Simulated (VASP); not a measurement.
Pd: single point with PBE

Pd:

```
Pd
1.0
     0.00000    1.97250    1.97250
     1.97250    0.00000    1.97250
     1.97250    1.97250    0.00000
Pd
1
Direct
  0.00000 0.00000 0.00000
```

```
Program                : VASP 6.6.1
Task                   : single point
Functional             : PBE
Potentials or basis    : VASP PAW PBE potentials, release 64 (Pd)
Cutoff                 : 520 eV
k mesh                 : 14 × 14 × 14
Occupations            : fermi-dirac, width 0.05 eV
Spin                   : no spin polarisation
Dipole correction      : no
Further INCAR settings : ALGO = Normal; EDIFF = 1e-06; NBANDS = 11
```

| Property | Result |
| --- | --- |
| Pressure | -0.3 GPa |
| Band gap on the k mesh | zero (band 5 reaches 9.40 eV, above the bottom of band 6 at 7.91 eV) |

Levels at points of the mesh, in eV from the Fermi level:
```tsv
k point	band 2	band 3	band 4	band 5	band 6	band 7	band 8	band 9
(0.00, 0.00, 0.00)	-2.66	-2.66	-2.66	-1.16	-1.16	17.16	21.71	21.71
(0.50, 0.00, 0.00)	-2.71	-2.71	-0.03	-0.03	1.10	7.01	16.51	20.71
(0.50, 0.50, 0.00)	-4.79	-0.06	0.26	0.26	3.35	10.36	12.99	12.99
```

Wall time 20 s on 1 thread of Intel Xeon 8259CL, with other jobs on the host, peak memory 0.15 GiB.
